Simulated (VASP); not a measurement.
Here is a VASP 6.6.1 calculation.

The input INCAR:

```
PREC = Accurate
ENCUT = 520
EDIFF = 1E-7
ISMEAR = -1
SIGMA = 0.1
LREAL = F
LASPH = T
NELM = 100
ALGO = Normal
ISIF = 2
LWAVE = F
LCHARG = F
GGA = PS
NBANDS = 12
```

File KPOINTS:

```
Automatic mesh
0
Gamma
  10 10 10
```

The input POSCAR:

```
Ti
1.0
    1.5648526895      1.5648526895      1.5648526895
   -1.5648526895      1.5648526895      1.5648526895
   -1.5648526895     -1.5648526895      1.5648526895
Ti
1
Direct
    0.0000000000      0.0000000000      0.0000000000
```

Potentials or basis: VASP PAW PBE potentials, release 64 (Ti_sv).

Command:

```sh
$ cat potpaw_PBE.64/Ti_sv/POTCAR > POTCAR
$ mpirun -np 1 vasp_std > vasp.out
```

What does it give for the band gap on the k mesh?

Zero (band 6 reaches 10.40 eV, above the bottom of band 7 at 8.55 eV).

What does it give for the pressure?

9.6 GPa.

Caveat: the PAW data sets were made with another functional, which shifts forces and pressure a little.
